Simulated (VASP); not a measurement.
# BaTiO3 (P4/mmm) in VASP: further runs

The runs below take BaTiO3 through electric field gradients, with LDA.

Program: VASP 6.6.1. These are calculated values, not measurements. Logs are shortened: lines on timing, memory, paths and dates and some standing lists are left out, and cuts for length are marked.

### Step 1. The cell of the first run

The structure is tetragonal, space group P4/mmm (No. 123). The conventional cell has a = 3.887 Å, b = 3.887 Å, c = 4.007 Å, α = 90.00°, β = 90.00°, γ = 90.00°. Ba (site symmetry 4/mmm) has 12 O at 2.75 to 2.79 Å and 8 Ti at 3.40 Å within 3.6 Å. Within 2.6 Å of Ti (site symmetry 4/mmm) lie 6 O at 1.94 to 2.00 Å. Within 2.6 Å of O (site symmetry mmm) lie 2 Ti at 1.94 Å. Within 2.8 Å of O (site symmetry 4/mmm) lie 2 Ti at 2.00 Å and 4 Ba at 2.75 Å and 8 O at 2.79 Å.

### Step 2. Electric field gradients, LDA (equal xx and yy strain of -3 %)

INCAR

```
SYSTEM = BaTiO3
PREC = Accurate
ENCUT = 520
EDIFF = 1E-8
ISMEAR = -1
SIGMA = 0.05
LREAL = .FALSE.
LASPH = .TRUE.
NELM = 60
ALGO = Normal
ISIF = 2
LWAVE = .FALSE.
LCHARG = .FALSE.
GGA = CA
LEFG = .TRUE.
NBANDS = 28
```

KPOINTS

```
Automatic mesh
0
G
  8 8 8
  0 0 0
```

POSCAR

```
BaTiO3
1.0
    3.8870810000      0.0000000000      0.0000000000
    0.0000000000      3.8870810000      0.0000000000
    0.0000000000      0.0000000000      4.0073000000
Ba Ti O
1 1 3
Direct
    0.5000000000      0.5000000000      0.5000000000
    0.0000000000      0.0000000000      0.0000000000
    0.5000000000      0.0000000000      0.0000000000
    0.0000000000      0.5000000000      0.0000000000
    0.0000000000      0.0000000000      0.5000000000
```

Potentials or basis: VASP PAW LDA potentials, release 64 (Ba_sv, Ti_sv, O).

Started as:

```
> cat potpaw_LDA.64/Ba_sv/POTCAR potpaw_LDA.64/Ti_sv/POTCAR potpaw_LDA.64/O/POTCAR > POTCAR
> mpirun -np 1 vasp_std > vasp.out
```

OUTCAR:

```text
SYSTEM = BaTiO3
   PREC = Accurate
   ENCUT = 520
   EDIFF = 1E-8
   ISMEAR = -1
   LREAL = .FALSE.
   LASPH = .TRUE.
   NELM = 60
   ISIF = 2
   GGA = CA

 ion  position               nearest neighbor table
   1  0.500  0.500  0.500-   5 2.75   5 2.75   5 2.75   5 2.75   4 2.79   3 2.79   4 2.79   3 2.79
                             4 2.79   3 2.79   4 2.79   3 2.79   2 3.40   2 3.40   2 3.40   2 3.40
   2  0.000  0.000  0.000-   3 1.94   4 1.94   4 1.94   3 1.94   5 2.00   5 2.00   1 3.40   1 3.40
                             1 3.40   1 3.40   1 3.40   1 3.40   1 3.40   1 3.40
   3  0.500  0.000  0.000-   2 1.94   2 1.94   1 2.79   1 2.79   1 2.79   1 2.79
   4  0.000  0.500  0.000-   2 1.94   2 1.94   1 2.79   1 2.79   1 2.79   1 2.79
   5  0.000  0.000  0.500-   2 2.00   2 2.00   1 2.75   1 2.75   1 2.75   1 2.75

  LATTYP: Found a simple tetragonal cell.
 ALAT       =     3.8870810000
 C/A-ratio  =     1.0309278351

  Lattice vectors:

 A1 = (   3.8870810000,   0.0000000000,   0.0000000000)
 A2 = (   0.0000000000,   3.8870810000,   0.0000000000)
 A3 = (   0.0000000000,   0.0000000000,   4.0073000000)

Analysis of symmetry for initial positions (statically):
=====================================================================
 Subroutine PRICEL returns:
 Original cell was already a primitive cell.

 Routine SETGRP: Setting up the symmetry group for a
 simple tetragonal supercell.

 Subroutine GETGRP returns: Found 16 space group operations
 (whereof 16 operations were pure point group operations)
 out of a pool of 16 trial point group operations.

The static configuration has the point symmetry D_4h.

Analysis of symmetry for dynamics (positions and initial velocities):
=====================================================================
 Subroutine PRICEL returns:
 Original cell was already a primitive cell.

 Routine SETGRP: Setting up the symmetry group for a
 simple tetragonal supercell.

 Subroutine GETGRP returns: Found 16 space group operations
 (whereof 16 operations were pure point group operations)
 out of a pool of 16 trial point group operations.

The dynamic configuration has the point symmetry D_4h.

 Subroutine INISYM returns: Found 16 space group operations
 (whereof 16 operations are pure point group operations),
 and found     1 'primitive' translations

----------------------------------------------------------------------------------------

                                     Primitive cell

  volume of cell :      60.5479

  direct lattice vectors                    reciprocal lattice vectors
     3.887081000  0.000000000  0.000000000     0.257262455  0.000000000  0.000000000
     0.000000000  3.887081000  0.000000000     0.000000000  0.257262455  0.000000000
     0.000000000  0.000000000  4.007300000     0.000000000  0.000000000  0.249544581

  length of vectors
     3.887081000  3.887081000  4.007300000     0.257262455  0.257262455  0.249544581

  position of ions in fractional coordinates (direct lattice)
     0.500000000  0.500000000  0.500000000
     0.000000000  0.000000000  0.000000000
     0.500000000  0.000000000  0.000000000
     0.000000000  0.500000000  0.000000000
     0.000000000  0.000000000  0.500000000

  ion indices of the primitive-cell ions
   primitive index   ion index
                 1           1
                 2           2
                 3           3
                 4           4
                 5           5

----------------------------------------------------------------------------------------

 KPOINTS: Automatic mesh

Automatic generation of k-mesh.
 Grid dimensions read from file:
 generate k-points for:    8    8    8

 Generating k-lattice:

  Cartesian coordinates                     Fractional coordinates (reciprocal lattice)
     0.032157807  0.000000000  0.000000000     0.125000000  0.000000000  0.000000000
     0.000000000  0.032157807  0.000000000     0.000000000  0.125000000  0.000000000
     0.000000000  0.000000000  0.031193073     0.000000000  0.000000000  0.125000000

  Length of vectors
     0.032157807  0.032157807  0.031193073

  Shift w.r.t. Gamma in fractional coordinates (k-lattice)
     0.000000000  0.000000000  0.000000000

 Subroutine IBZKPT returns following result:
 ===========================================

 Found     75 irreducible k-points:

 Following reciprocal coordinates:
            Coordinates               Weight
  0.000000  0.000000  0.000000      1.000000
  0.125000  0.000000  0.000000      4.000000
  0.250000  0.000000  0.000000      4.000000
  0.375000  0.000000  0.000000      4.000000
  0.500000  0.000000  0.000000      2.000000
  0.125000  0.125000  0.000000      4.000000
[... 16 lines left out ...]
  0.375000  0.125000  0.125000     16.000000
  0.500000  0.125000  0.125000      8.000000
 [... further k-points ...]
   k-points           NKPTS =     75   k-points in BZ     NKDIM =     75   number of bands    NBANDS=     28
   number of dos      NEDOS =    301   number of ions     NIONS =      5
   total plane-waves  NPLWV =  27000
   dimension x,y,z NGX =    30 NGY =   30 NGZ =   30
   dimension x,y,z NGXF=    60 NGYF=   60 NGZF=   60
   ions per type =               1   1   3
   NGX,Y,Z   is equivalent  to a cutoff of  12.83, 12.83, 12.45 a.u.
   NGXF,Y,Z  is equivalent  to a cutoff of  25.66, 25.66, 24.89 a.u.
 SYSTEM =  BaTiO3
   PREC   = accura    normal or accurate (medium, high low for compatibility)
   ISTART =      0    job   : 0-new  1-cont  2-samecut
   ICHARG =      2    charge: 1-file 2-atom 10-const
   ISPIN  =      1    spin polarized calculation?
   LNONCOLLINEAR =      F non collinear calculations
   LSORBIT =      F    spin-orbit coupling
   LASPH  =      T    aspherical Exc in radial PAW
   ENCUT  =  520.0 eV  38.22 Ry    6.18 a.u.   7.23  7.23  7.45*2*pi/ulx,y,z
   NELM   =     60;   NELMIN=  2; NELMDL= -5     # of ELM steps
   EDIFF  = 0.1E-07   stopping-criterion for ELM
   LREAL  =      F    real-space projection
   EDIFFG = 0.1E-06   stopping-criterion for IOM
   NSW    =      0    number of steps for IOM
   IBRION =     -1    ionic relax: 0-MD 1-quasi-New 2-CG
   NFREE  =      0    steps in history (QN), initial steepest desc. (CG)
   ISIF   =      2    stress and relaxation
   ISYM   =      2    0-nonsym 1-usesym 2-fastsym
   POTIM  = 0.5000    time-step for ionic-motion
   TEBEG  =    0.0;   TEEND  =   0.0 temperature during run
   PSTRESS=    0.0 pullay stress
   NELECT =      40.0000    total number of electrons
   NUPDOWN=      -1.0000    fix difference up-down
   EMIN   =  10.00;   EMAX   =-10.00  energy-range for DOS
   EFERMI =   0.00;   METHOD = LEGACY
   ISMEAR =    -1;   SIGMA  =   0.05  broadening in eV -4-tet -1-fermi 0-gaus
   EFERMI_NEDOS =   21; number of points for ismear=-14 and -15
   IALGO  =     38    algorithm
   IMIX   =      4    mixing-type and parameters
     AMIX     =   0.40;   BMIX     =  1.00
     AMIX_MAG =   1.60;   BMIX_MAG =  1.00
  volume/ion in A,a.u.               =      12.11        81.72
  Fermi-wavevector in a.u.,A,eV,Ry     =   1.425811  2.694391 27.659769  2.032936
  Thomas-Fermi vector in A             =   2.546155
   LORBIT       =      0    0 simple, 1 ext, 2 COOP (PROOUT), +10 PAW based schemes
   GGA     = CA    functional components
   LHFCALC =     F    Hartree Fock is set to
   AEXX    =    0.0000 exact exchange contribution
   IVDW    =     0    specifies the selected vdW correction
   LEPSILON=     F    determine dielectric tensor
   LRPA    =     F    only Hartree local field effects (RPA)
 non-spin polarized calculation
  energy-cutoff  :      520.00
  volume of cell :       60.55
 maximum number of plane-waves:      1652
 NGX is ok and might be reduce to    30
   NGX = 15   NGY = 15   NGZ = 15

 number of electron      40.0000003 magnetization

 Free energy of the ion-electron system (eV)
  ---------------------------------------------------
  ext. energy  EPLUGINS =         0.00000000
  ---------------------------------------------------
  free energy    TOTEN  =       -44.11388387 eV

  energy without entropy =      -44.11388387  energy(sigma->0) =      -44.11388387

 E-fermi :   4.8890     XC(G=0): -12.0324

 val. band max:        4.0393432652   @ k =   0.5000   0.5000   0.5000
 cond. band min:       5.7290900871   @ k =   0.0000   0.0000   0.0000
 fundamental gap:      1.6897468219
 Fermi energy:         4.8890358736

 k-point     1 :       0.0000    0.0000    0.0000
  band No.  band energies     occupation
      1     -51.6553      2.00000
      2     -28.3159      2.00000
      3     -28.3159      2.00000
      4     -28.2897      2.00000
      5     -20.5620      2.00000
      6     -12.7459      2.00000
[... 20 lines left out ...]
     27       9.1125      0.00000
     28      11.8543      0.00000

 k-point     2 :       0.1250    0.0000    0.0000
  band No.  band energies     occupation
      1     -51.6550      2.00000
      2     -28.3280      2.00000
      3     -28.3154      2.00000
      4     -28.2892      2.00000
      5     -20.5364      2.00000
      6     -12.7490      2.00000
[... 20 lines left out ...]
     27       9.4560      0.00000
     28      12.2553      0.00000

 k-point     3 :       0.2500    0.0000    0.0000
  band No.  band energies     occupation
      1     -51.6544      2.00000
      2     -28.3569      2.00000
      3     -28.3142      2.00000
      4     -28.2879      2.00000
      5     -20.4736      2.00000
      6     -12.8417      2.00000
[... 20 lines left out ...]
     27      10.3125      0.00000
     28      12.5476      0.00000

 k-point     4 :       0.3750    0.0000    0.0000
  band No.  band energies     occupation
      1     -51.6537      2.00000
      2     -28.3854      2.00000
      3     -28.3130      2.00000
      4     -28.2867      2.00000
      5     -20.4088      2.00000
      6     -12.9995      2.00000
[... 578 lines left out ...]
     27      10.7647      0.00000
     28      12.6528      0.00000

 k-point    23 :       0.3750    0.1250    0.1250
  band No.  band energies     occupation
      1     -51.6533      2.00000
      2     -28.3840      2.00000
      3     -28.3244      2.00000
      4     -28.2943      2.00000
      5     -20.3786      2.00000
      6     -12.8474      2.00000
[... 20 lines left out ...]
     27      11.7566      0.00000
     28      12.8650      0.00000

 k-point    24 :       0.5000    0.1250    0.1250
  band No.  band energies     occupation
      1     -51.6531      2.00000
      2     -28.3957      2.00000
      3     -28.3238      2.00000
      4     -28.2937      2.00000
      5     -20.3540      2.00000
      6     -12.9013      2.00000
[... 20 lines left out ...]
     27      12.1768      0.00000
     28      13.0149      0.00000

 [... further k-points ...]
[... 5 lines left out ...]
  --------------------------------------------------------------------------------------
  -------------------------------------------------------------------------------------
  Total        2.4466411      2.4466411     -0.3020917      0.0000000      0.0000000      0.0000000
  in kB       64.7413587     64.7413587     -7.9937458      0.0000000      0.0000000      0.0000000
  external PRESSURE =      40.4963238 kB  Pullay stress =       0.0000000 kB

 VOLUME and BASIS-vectors are now :
 -----------------------------------------------------------------------------
  energy-cutoff  :      520.00
  volume of cell :       60.55
      direct lattice vectors                 reciprocal lattice vectors
     3.887081000  0.000000000  0.000000000     0.257262455  0.000000000  0.000000000
     0.000000000  3.887081000  0.000000000     0.000000000  0.257262455  0.000000000
     0.000000000  0.000000000  4.007300000     0.000000000  0.000000000  0.249544581

 POSITION                                       TOTAL-FORCE (eV/Angst)
 -----------------------------------------------------------------------------------
      1.94354      1.94354      2.00365         0.000000      0.000000      0.000000
      0.00000      0.00000      0.00000         0.000000      0.000000      0.000000
      1.94354      0.00000      0.00000         0.000000      0.000000      0.000000
      0.00000      1.94354      0.00000         0.000000      0.000000      0.000000
      0.00000      0.00000      2.00365         0.000000      0.000000      0.000000
 -----------------------------------------------------------------------------------
    total drift:                                0.000000     -0.000000      0.000000

  FREE ENERGIE OF THE ION-ELECTRON SYSTEM (eV)
  ---------------------------------------------------
  free  energy   TOTEN  =       -44.1138838691 eV

  energy  without entropy=      -44.1138838668  energy(sigma->0) =      -44.11388387

 Electric field gradients (V/A^2)
---------------------------------------------------------------------
 ion       V_xx      V_yy      V_zz      V_xy      V_xz      V_yz
---------------------------------------------------------------------
   1      -3.934    -3.934     7.868     0.000     0.000     0.000
   2     -15.054   -15.054    30.108    -0.000    -0.000     0.000
   3      11.040   -10.724    -0.317    -0.000     0.000    -0.000
   4     -10.724    11.040    -0.317     0.000     0.000     0.000
   5     -13.281   -13.281    26.561    -0.000    -0.000     0.000
---------------------------------------------------------------------

 Electric field gradients after diagonalization (V/A^2)
 (convention: |V_zz| > |V_xx| > |V_yy|)
----------------------------------------------------------------------
 ion       V_xx      V_yy      V_zz     asymmetry (V_yy - V_xx)/ V_zz
----------------------------------------------------------------------
   1      -3.934    -3.934     7.868       0.000
   2     -15.054   -15.054    30.108       0.000
   3     -10.724    -0.317    11.040       0.943
   4     -10.724    -0.317    11.040       0.943
   5     -13.281   -13.281    26.561       0.000
----------------------------------------------------------------------

           NMR quadrupolar parameters

 Cq : quadrupolar parameter    Cq=e*Q*V_zz/h
 eta: asymmetry parameters     (V_yy - V_xx)/ V_zz
 Q  : nuclear electric quadrupole moment in mb (millibarn)
----------------------------------------------------------------------
 ion       Cq(MHz)       eta       Q (mb)
----------------------------------------------------------------------
   1       0.019       0.000       1.000
   2       0.073       0.000       1.000
   3       0.027       0.943       1.000
   4       0.027       0.943       1.000
   5       0.064       0.000       1.000
----------------------------------------------------------------------
```

Wall time 3.1 min (1 thread of Intel Xeon Platinum 8488C (Sapphire Rapids), shared host); peak memory 0.24 GiB.

Results:

- Free energy: -44.1139 eV
- Pressure: 4.0 GPa
- Band gap on the k mesh: 1.69 eV (least direct gap 1.80 eV)
- Largest electric field gradient by atom: Ba +7.9; Ti +30.1; O +11.0, +26.6 (each value once) V/Å²

Stress tensor (GPa, compression positive):
```
 6.47  0.00  0.00
 0.00  6.47  0.00
 0.00  0.00 -0.80
```

Electric field gradients, principal values (V/Å²):
| atom | least | middle | greatest (by size) |
| --- | --- | --- | --- |
| 1 Ba | -3.934 | -3.934 | 7.868 |
| 2 Ti | -15.054 | -15.054 | 30.108 |
| 3 O | -0.317 | -10.724 | 11.040 |
| 4 O | -0.317 | -10.724 | 11.040 |
| 5 O | -13.281 | -13.281 | 26.561 |

Caveat: the cell differs from its parent crystal (equal xx and yy strain of -3 %); the stress differs along the axes, from -1 to 6 GPa; without QUAD_EFG the Cq values of the log hold for a quadrupole moment of 1 mb, not for the nuclei; spin-orbit coupling is left out, which moves the levels of the heavy elements. A k mesh can miss the band edges.

[end of part 1 of 3]
